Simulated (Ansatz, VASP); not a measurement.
# InP in VASP and in Ansatz

```xyz
2
Lattice="2.9137 2.9137 0.0000 -2.9137 2.9137 0.0000 0.0000 2.9137 2.9137" Properties=species:S:1:pos:R:3 pbc="T T T"
In    0.0000    0.0000    0.0000
P     1.4568    4.3705    1.4568
```

Alike in both runs: task single point; functional LDA; k mesh 8 × 8 × 8; no spin polarisation.

|  | VASP | Ansatz |
| --- | --- | --- |
| version | VASP 6.6.1 | Ansatz 0.2.0 |
| potentials or method | VASP PAW LDA potentials, release 64 (In_d, P), cutoff 500 eV | all-electron LAPW, scalar-relativistic |
| occupations | gaussian, width 0.01 eV | fixed |

```tsv
	VASP	Ansatz	Ansatz less VASP
gap on the k mesh at the Fermi level (eV)	0.60	0.57	-0.031
pressure (GPa)	0.0	0.0	-0.02
```

LDA's correlation is that of Perdew and Zunger in VASP and of Perdew and Wang (1992) in Ansatz. Ansatz ran all-electron here, and VASP with PAW potentials.
